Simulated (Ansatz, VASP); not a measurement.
P in VASP and in Ansatz

```
P
1.0
    -2.43474    0.00000   -0.00524
     0.00000   -2.43463    0.00000
    -0.75023    0.00000    9.58432
P
4
Direct
  0.73750 0.00000 0.87500
  0.88750 0.00000 0.37500
  0.96250 0.00000 0.12500
  0.81250 0.00000 0.62500
```

Alike in both runs: task single point; functional PBEsol; k mesh 24 × 24 × 6; occupations gaussian, width 0.15 eV; no spin polarisation.

|  | VASP | Ansatz |
| --- | --- | --- |
| version | VASP 6.6.1 | Ansatz 0.2.0 |
| potentials or method | VASP PAW PBE potentials, release 64 (P), cutoff 520 eV | scalar-relativistic, plane waves, PAW |
| valence electrons in the cell | 20 | 20 |

Ansatz gave:

* gap on the k mesh at the Fermi level (eV): none
* pressure (GPa): 0.1
* traceless stress, the component that is largest in VASP (GPa): 3.73
* rms of the force components (eV/Å): 0.234

Q: Estimate VASP's values.

A: gap on the k mesh at the Fermi level (eV): none; pressure (GPa): 0.2; traceless stress, the component that is largest in VASP (GPa): 3.73; rms of the force components (eV/Å): 0.235.

VASP's potentials were made for PBE, not for PBEsol. Atom by atom the forces differ by 0.002 eV/Å (rms over components). A gap of «none» marks a metal or a gap that the smearing closes.
